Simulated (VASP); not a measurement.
Wanted: the native input for a VASP 6.6.1 run.

```yaml
Task: relaxation of cell and atoms
Functional: PBE
Potentials_or_basis: VASP PAW PBE potentials, release 64 (Sr_sv, Cl)
Cutoff: 600 eV
k_mesh: 6 × 6 × 6
Occupations: fermi-dirac, width 0.02 eV
Spin: no spin polarisation
Dipole_correction: no
Further_INCAR_settings: ALGO = Normal; EDIFF = 1e-07; IBRION = 2; EDIFFG = -0.005; NSW = 80; ISIF = 3
```

The structure of SrCl2 lies in POSCAR:

```
SrCl2
1.0
    0.0000000000      3.5434481790      3.5434481790
    3.5434481790      0.0000000000      3.5434481790
    3.5434481790      3.5434481790      0.0000000000
Sr Cl
1 2
Direct
    0.0000000000      0.0000000000      0.0000000000
    0.2500000000      0.2500000000      0.2500000000
    0.7500000000      0.7500000000      0.7500000000
```

One way to write it, as run:

INCAR

```
PREC     = Accurate       # precision mode
ENCUT    = 600            # plane-wave cutoff, eV
EDIFF    = 1E-7           # SCF threshold, eV
ISMEAR   = -1             # smearing method
SIGMA    = 0.02           # smearing width, eV
LREAL    = False          # projectors in reciprocal space
LASPH    = True           # aspherical terms in the spheres
NELM     = 100            # most SCF steps
ALGO     = Normal         # electronic algorithm
ISIF     = 3              # what is computed and relaxed
LWAVE    = False          # write WAVECAR
LCHARG   = False          # write CHGCAR
GGA      = PE             # functional
IBRION   = 2              # ionic algorithm
NSW      = 80             # ionic steps
EDIFFG   = -0.005         # ionic threshold
```

KPOINTS

```
Automatic mesh
0
Gamma
  6 6 6
```

Potentials or basis: VASP PAW PBE potentials, release 64 (Sr_sv, Cl).

Launch:

```sh
$ cat potpaw_PBE.64/Sr_sv/POTCAR potpaw_PBE.64/Cl/POTCAR > POTCAR
$ mpirun -np 1 vasp_std > vasp.out
```

It gave:

```
Relaxed volume                        : 29.19 Å³/atom
Relaxed cell                          : a = 4.984 Å, b = 4.984 Å, c = 4.984 Å, α = 60.00°, β = 60.00°, γ = 60.00°
Space group after relaxing (to 0.1 Å) : Fm-3m (No. 225)
Energy gained by relaxing             : 0.8 meV/atom
Ionic steps                           : 3
Pressure after relaxing               : 0.0 GPa
Band gap on the k mesh                : 5.22 eV (least direct gap 5.52 eV)
```

Caveat: the structure was generated, so it needn't be the stable form of SrCl2.

Wall time 89 s on 1 thread of Intel(R) Xeon(R) Platinum 8488C (Sapphire Rapids), on a shared host, peak memory 0.25 GiB.
